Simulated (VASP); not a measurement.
# SiC (R3m) in VASP: a series of runs, part 2 of 2

VASP 6.6.1.

### 3 Single point, PBE (atom 1 (Si) moved +0.160 Å towards its neighbour atom 5 (C) at 1.896 Å)

INCAR

```
PREC = Accurate
ENCUT = 520
EDIFF = 1E-7
ISMEAR = 0
SIGMA = 0.05
LREAL = False
LASPH = True
NELM = 60
ALGO = Normal
ISIF = 2
LWAVE = False
LCHARG = False
GGA = PE
NBANDS = 26
```

KPOINTS

```
regular mesh
0
Gamma
  6 6 6
```

POSCAR

```
SiC
1.0
    4.3797281854      0.0000000000      0.0000000000
    0.0000000000     -4.3797281854      0.0000000000
    0.0000000000      0.0000000000     -4.3797281854
Si C
4 4
Direct
   -0.0210917297     -0.0210917297     -0.0210917297
    0.5000000000      0.5000000000      0.0000000000
    0.5000000000      0.0000000000      0.5000000000
    0.0000000000      0.5000000000      0.5000000000
    0.7500000000      0.7500000000      0.7500000000
    0.2500000000      0.2500000000      0.7500000000
    0.2500000000      0.7500000000      0.2500000000
    0.7500000000      0.2500000000      0.2500000000
```

Potentials or basis: VASP PAW PBE potentials, release 64 (Si, C).

Command:

```sh
$ cat potpaw_PBE.64/Si/POTCAR potpaw_PBE.64/C/POTCAR > POTCAR
$ mpirun -np 1 vasp_std > vasp.out
```

OUTCAR:

```text
PREC = Accurate
   ENCUT = 520
   EDIFF = 1E-7
   ISMEAR = 0
   LREAL = False
   LASPH = True
   NELM = 60
   ISIF = 2
   GGA = PE

 ion  position               nearest neighbor table
   1  0.979  0.979  0.979-   5 1.74   6 1.96   7 1.96   8 1.96   3 2.97   4 2.97   2 2.97   3 3.10
                             2 3.10   4 3.10   3 3.10   4 3.10   2 3.10
   2  0.500  0.500  0.000-   5 1.90   6 1.90   7 1.90   8 1.90   1 2.97   3 3.10   4 3.10   3 3.10
                             4 3.10   3 3.10   3 3.10   4 3.10   4 3.10   1 3.10   1 3.10
   3  0.500  0.000  0.500-   5 1.90   6 1.90   7 1.90   8 1.90   1 2.97   2 3.10   4 3.10   2 3.10
                             2 3.10   4 3.10   2 3.10   4 3.10   4 3.10   1 3.10   1 3.10
   4  0.000  0.500  0.500-   5 1.90   6 1.90   7 1.90   8 1.90   1 2.97   2 3.10   3 3.10   2 3.10
                             3 3.10   2 3.10   3 3.10   2 3.10   3 3.10   1 3.10   1 3.10
   5  0.750  0.750  0.750-   1 1.74   2 1.90   3 1.90   4 1.90
   6  0.250  0.250  0.750-   2 1.90   3 1.90   4 1.90   1 1.96
   7  0.250  0.750  0.250-   2 1.90   3 1.90   4 1.90   1 1.96
   8  0.750  0.250  0.250-   2 1.90   3 1.90   4 1.90   1 1.96

  LATTYP: Found a simple cubic cell.
 ALAT       =     4.3797281854

  Lattice vectors:

 A1 = (   4.3797281854,   0.0000000000,   0.0000000000)
 A2 = (   0.0000000000,  -4.3797281854,   0.0000000000)
 A3 = (   0.0000000000,   0.0000000000,  -4.3797281854)

Analysis of symmetry for initial positions (statically):
=====================================================================
 Subroutine PRICEL returns:
 Original cell was already a primitive cell.

 Routine SETGRP: Setting up the symmetry group for a
 simple cubic supercell.

 Subroutine GETGRP returns: Found  6 space group operations
 (whereof  6 operations were pure point group operations)
 out of a pool of 48 trial point group operations.

The static configuration has the point symmetry C_3v.

Analysis of symmetry for dynamics (positions and initial velocities):
=====================================================================
 Subroutine PRICEL returns:
 Original cell was already a primitive cell.

 Routine SETGRP: Setting up the symmetry group for a
 simple cubic supercell.

 Subroutine GETGRP returns: Found  6 space group operations
 (whereof  6 operations were pure point group operations)
 out of a pool of 48 trial point group operations.

The dynamic configuration has the point symmetry C_3v.

 Subroutine INISYM returns: Found  6 space group operations
 (whereof  6 operations are pure point group operations),
 and found     1 'primitive' translations

----------------------------------------------------------------------------------------

                                     Primitive cell

  volume of cell :      84.0120

  direct lattice vectors                    reciprocal lattice vectors
     4.379728185  0.000000000  0.000000000     0.228324672  0.000000000  0.000000000
     0.000000000 -4.379728185  0.000000000     0.000000000 -0.228324672  0.000000000
     0.000000000  0.000000000 -4.379728185     0.000000000  0.000000000 -0.228324672

  length of vectors
     4.379728185  4.379728185  4.379728185     0.228324672  0.228324672  0.228324672

[... 71 lines left out ...]
 -0.166667  0.333333  0.333333      6.000000
  0.500000  0.333333  0.166667     12.000000
 [... further k-points ...]
   k-points           NKPTS =     32   k-points in BZ     NKDIM =     32   number of bands    NBANDS=     26
   number of dos      NEDOS =    301   number of ions     NIONS =      8
   total plane-waves  NPLWV =  46656
   dimension x,y,z NGX =    36 NGY =   36 NGZ =   36
   dimension x,y,z NGXF=    72 NGYF=   72 NGZF=   72
   ions per type =               4   4
   NGX,Y,Z   is equivalent  to a cutoff of  13.66, 13.66, 13.66 a.u.
   NGXF,Y,Z  is equivalent  to a cutoff of  27.33, 27.33, 27.33 a.u.
 SYSTEM =  unknown system
   PREC   = accura    normal or accurate (medium, high low for compatibility)
   ISTART =      0    job   : 0-new  1-cont  2-samecut
   ICHARG =      2    charge: 1-file 2-atom 10-const
   ISPIN  =      1    spin polarized calculation?
   LNONCOLLINEAR =      F non collinear calculations
   LSORBIT =      F    spin-orbit coupling
   LASPH  =      T    aspherical Exc in radial PAW
   ENCUT  =  520.0 eV  38.22 Ry    6.18 a.u.   8.14  8.14  8.14*2*pi/ulx,y,z
   NELM   =     60;   NELMIN=  2; NELMDL= -5     # of ELM steps
   EDIFF  = 0.1E-06   stopping-criterion for ELM
   LREAL  =      F    real-space projection
   EDIFFG = 0.1E-05   stopping-criterion for IOM
   NSW    =      0    number of steps for IOM
   IBRION =     -1    ionic relax: 0-MD 1-quasi-New 2-CG
   NFREE  =      0    steps in history (QN), initial steepest desc. (CG)
   ISIF   =      2    stress and relaxation
   ISYM   =      2    0-nonsym 1-usesym 2-fastsym
   POTIM  = 0.5000    time-step for ionic-motion
   TEBEG  =    0.0;   TEEND  =   0.0 temperature during run
   PSTRESS=    0.0 pullay stress
   NELECT =      32.0000    total number of electrons
   NUPDOWN=      -1.0000    fix difference up-down
   EMIN   =  10.00;   EMAX   =-10.00  energy-range for DOS
   EFERMI =   0.00;   METHOD = LEGACY
   ISMEAR =     0;   SIGMA  =   0.05  broadening in eV -4-tet -1-fermi 0-gaus
   EFERMI_NEDOS =   21; number of points for ismear=-14 and -15
   IALGO  =     38    algorithm
   IMIX   =      4    mixing-type and parameters
     AMIX     =   0.40;   BMIX     =  1.00
     AMIX_MAG =   1.60;   BMIX_MAG =  1.00
  volume/ion in A,a.u.               =      10.50        70.87
  Fermi-wavevector in a.u.,A,eV,Ry     =   1.186709  2.242555 19.160797  1.408279
  Thomas-Fermi vector in A             =   2.322876
   LORBIT       =      0    0 simple, 1 ext, 2 COOP (PROOUT), +10 PAW based schemes
   GGA     = PE    functional components
   LHFCALC =     F    Hartree Fock is set to
   AEXX    =    0.0000 exact exchange contribution
   IVDW    =     0    specifies the selected vdW correction
   LEPSILON=     F    determine dielectric tensor
   LRPA    =     F    only Hartree local field effects (RPA)
 non-spin polarized calculation
 Gauss-broadening in eV      SIGMA  =   0.05
  energy-cutoff  :      520.00
  volume of cell :       84.01
 maximum number of plane-waves:      2301
 NGX is ok and might be reduce to    36
   NGX = 17   NGY = 17   NGZ = 17

 number of electron      32.0000001 magnetization

 Free energy of the ion-electron system (eV)
  ---------------------------------------------------
  ext. energy  EPLUGINS =         0.00000000
  ---------------------------------------------------
  free energy    TOTEN  =       -59.87696574 eV

  energy without entropy =      -59.87696574  energy(sigma->0) =      -59.87696574

 E-fermi :   8.3237     XC(G=0): -11.2904

 val. band max:        8.0657191366   @ k =   0.0000   0.0000   0.0000
 cond. band min:       9.0882371755   @ k =   0.0000   0.0000   0.0000
 fundamental gap:      1.0225180389
 Fermi energy:         8.3237142310

 k-point     1 :       0.0000    0.0000    0.0000
  band No.  band energies     occupation
      1      -7.3881      2.00000
      2      -2.7908      2.00000
      3      -2.2414      2.00000
      4      -2.2414      2.00000
      5       0.1583      2.00000
      6       0.1583      2.00000
[... 685 lines left out ...]
     25      16.5737      0.00000
     26      16.7437      0.00000

 [... further k-points ...]

------------------------ aborting loop because EDIFF is reached ----------------------------------------

  FORCE on cell =-STRESS in cart. coord.  units (eV):
  Direction    XX          YY          ZZ          XY          YZ          ZX
  --------------------------------------------------------------------------------------
  -------------------------------------------------------------------------------------
  Total        0.5244352      0.5244352      0.5244352     -1.1332650      1.1332650     -1.1332650
  in kB       10.0014039     10.0014039     10.0014039    -21.6122807     21.6122807    -21.6122807
  external PRESSURE =      10.0014039 kB  Pullay stress =       0.0000000 kB

 VOLUME and BASIS-vectors are now :
 -----------------------------------------------------------------------------
  energy-cutoff  :      520.00
  volume of cell :       84.01
      direct lattice vectors                 reciprocal lattice vectors
     4.379728185  0.000000000  0.000000000     0.228324672  0.000000000  0.000000000
     0.000000000 -4.379728185  0.000000000     0.000000000 -0.228324672  0.000000000
     0.000000000  0.000000000 -4.379728185     0.000000000  0.000000000 -0.228324672

 POSITION                                       TOTAL-FORCE (eV/Angst)
 -----------------------------------------------------------------------------------
      4.28735     -4.28735     -4.28735         2.861307     -2.861307     -2.861307
      2.18986     -2.18986      0.00000        -0.482356      0.482356     -0.417010
      2.18986      0.00000     -2.18986        -0.482356     -0.417010      0.482356
      0.00000     -2.18986     -2.18986         0.417010      0.482356      0.482356
      3.28480     -3.28480     -3.28480        -1.502230      1.502230      1.502230
      1.09493     -1.09493     -3.28480        -0.404845      0.404845      0.001686
      1.09493     -3.28480     -1.09493        -0.404845      0.001686      0.404845
      3.28480     -1.09493     -1.09493        -0.001686      0.404845      0.404845
 -----------------------------------------------------------------------------------
    total drift:                               -0.000058      0.000058      0.000058

  FREE ENERGIE OF THE ION-ELECTRON SYSTEM (eV)
  ---------------------------------------------------
  free  energy   TOTEN  =       -59.8769657358 eV

  energy  without entropy=      -59.8769657358  energy(sigma->0) =      -59.87696574
```

Wall time 46 s (1 thread of Intel Xeon 6975P-C (Granite Rapids), shared host); peak memory 0.22 GiB.

What came out:

| Item | Value |
| --- | --- |
| Free energy | -59.8770 eV |
| Pressure | 1.0 GPa |
| Largest force | 4.956 eV/Å |
| Band gap on the k mesh | 1.02 eV, direct |

Forces in eV/Å, atoms in the order of the input:
```
Si   2.861 -2.861 -2.861
Si  -0.482  0.482 -0.417
Si  -0.482 -0.417  0.482
Si   0.417  0.482  0.482
C   -1.502  1.502  1.502
C   -0.405  0.405  0.002
C   -0.405  0.002  0.405
C   -0.002  0.405  0.405
```

Levels at points of the mesh, in eV from the valence-band top:
```tsv
k point	band 13	band 14	band 15	band 16	band 17	band 18	band 19	band 20
(0.00, 0.00, 0.00)	-3.17	-0.30	0.00	0.00	1.02	1.02	1.63	4.10
(0.50, 0.00, 0.00)	-2.26	-2.20	-1.89	-1.73	3.75	3.92	4.90	5.14
(0.50, 0.50, 0.00)	-1.56	-1.46	-1.26	-0.92	5.01	5.30	5.37	5.57
(0.50, 0.50, 0.50)	-1.13	-1.10	-0.76	-0.76	4.98	5.15	5.15	5.19
```

Caveat: the cell differs from its parent crystal (atom 1 (Si) moved +0.160 Å towards its neighbour atom 5 (C) at 1.896 Å); forces of over 1 eV/Å act on the atoms, so gaps and moduli don't describe the material at rest.

### 4 Single point, PBE (atom 1 (Si) moved +0.200 Å towards its neighbour atom 5 (C) at 1.896 Å)

INCAR

```
SYSTEM = SiC
  ALGO = Normal
  EDIFF = 1E-6
  ENCUT = 520
  GGA = PE
  ISIF = 2
  ISMEAR = 0
  LASPH = .True.
  LCHARG = .False.
  LREAL = .False.
  LWAVE = .False.
  NBANDS = 26
  NELM = 60
  PREC = Accurate
  SIGMA = 0.05
```

KPOINTS

```
k-points
0
Gamma
  6 6 6
  0 0 0
```

Changes to POSCAR since step 3:

```diff
@@ -8,3 +8,3 @@
 Direct
-   -0.0210917297     -0.0210917297     -0.0210917297
+   -0.0263646621     -0.0263646621     -0.0263646621
     0.5000000000      0.5000000000      0.0000000000
```

Command:

```sh
$ cat potpaw_PBE.64/Si/POTCAR potpaw_PBE.64/C/POTCAR > POTCAR
$ mpirun -np 1 vasp_std > vasp.out
```

It took 39 s on 1 thread of Intel Xeon 6975P-C (Granite Rapids), shared host; peak memory 0.21 GiB.

It converged, with:

```yaml
Free_energy: -59.6465 eV
Pressure: 1.7 GPa
Largest_force: 6.602 eV/Å
Band_gap_on_the_k_mesh: 0.94 eV, direct
```

Forces on the atoms (eV/Å):
```
Si   3.812 -3.812 -3.812
Si  -0.601  0.601 -0.520
Si  -0.601 -0.520  0.601
Si   0.520  0.601  0.601
C   -2.127  2.127  2.127
C   -0.494  0.494  0.016
C   -0.494  0.016  0.494
C   -0.016  0.494  0.494
```

Stress tensor (GPa, compression positive):
```
 1.68 -3.04 -3.04
-3.04  1.68  3.04
-3.04  3.04  1.68
```

Levels at points of the mesh, in eV from the valence-band top:
```tsv
k point	band 14	band 15	band 16	band 17	band 18	band 19
(0.00, 0.00, 0.00)	-0.37	0.00	0.00	0.94	0.94	1.67
(0.50, 0.00, 0.00)	-2.28	-1.88	-1.69	3.68	3.88	4.83
(0.50, 0.50, 0.00)	-1.54	-1.28	-0.86	4.88	5.25	5.32
(0.50, 0.50, 0.50)	-1.12	-0.69	-0.69	4.87	5.09	5.09
```

Caveat: the cell differs from its parent crystal (atom 1 (Si) moved +0.200 Å towards its neighbour atom 5 (C) at 1.896 Å); forces of over 1 eV/Å act on the atoms, so gaps and moduli don't describe the material at rest. A k mesh can miss the band edges.

### 5 Single point, PBE (atom 1 (Si) moved -0.160 Å towards its neighbour atom 5 (C) at 1.896 Å)

INCAR

```
SYSTEM = SiC
ALGO = Normal
EDIFF = 1E-7
ENCUT = 520
GGA = PE
ISIF = 2
ISMEAR = 0
LASPH = .True.
LCHARG = .False.
LREAL = .False.
LWAVE = .False.
NBANDS = 26
NELM = 60
PREC = Accurate
SIGMA = 0.05
```

KPOINTS is that of step 4.

Changes to POSCAR since step 4:

```diff
@@ -8,3 +8,3 @@
 Direct
-   -0.0263646621     -0.0263646621     -0.0263646621
+    0.0210917297      0.0210917297      0.0210917297
     0.5000000000      0.5000000000      0.0000000000
```

Command:

```sh
$ cat potpaw_PBE.64/Si/POTCAR potpaw_PBE.64/C/POTCAR > POTCAR
$ mpirun -np 1 vasp_std > vasp.out
```

It took 45 s on 1 thread of Intel Xeon 6975P-C (Granite Rapids), shared host; peak memory 0.22 GiB.

Results (log left out):

* Free energy: -59.9670 eV
* Pressure: 0.6 GPa
* Largest force: 3.240 eV/Å
* Band gap on the k mesh: 0.56 eV, direct

Forces in eV/Å, atoms in the order of the input:
```
Si  -1.870  1.870  1.870
Si   0.503 -0.503  0.415
Si   0.503  0.415 -0.503
Si  -0.415 -0.503 -0.503
C    0.524 -0.524 -0.524
C    0.422 -0.422  0.089
C    0.422  0.089 -0.422
C   -0.089 -0.422 -0.422
```

Stress tensor (GPa, compression positive):
```
 0.63  0.80  0.80
 0.80  0.63 -0.80
 0.80 -0.80  0.63
```

Levels at points of the mesh, in eV from the valence-band top:
```tsv
k point	band 12	band 13	band 14	band 15	band 16	band 17	band 18	band 19	band 20	band 21
(0.00, 0.00, 0.00)	-3.43	-3.24	-0.36	-0.36	0.00	0.56	1.34	1.34	3.96	3.96
(0.50, 0.00, 0.00)	-3.54	-2.46	-2.34	-2.03	-1.82	3.48	3.85	4.77	5.10	5.85
(0.50, 0.50, 0.00)	-4.20	-1.84	-1.48	-1.33	-1.11	4.81	5.14	5.20	5.50	8.11
(0.50, 0.50, 0.50)	-1.34	-1.34	-1.15	-1.15	-0.68	4.95	4.95	4.97	5.00	6.54
```

Caveat: the cell differs from its parent crystal (atom 1 (Si) moved -0.160 Å towards its neighbour atom 5 (C) at 1.896 Å); forces of over 1 eV/Å act on the atoms, so gaps and moduli don't describe the material at rest.
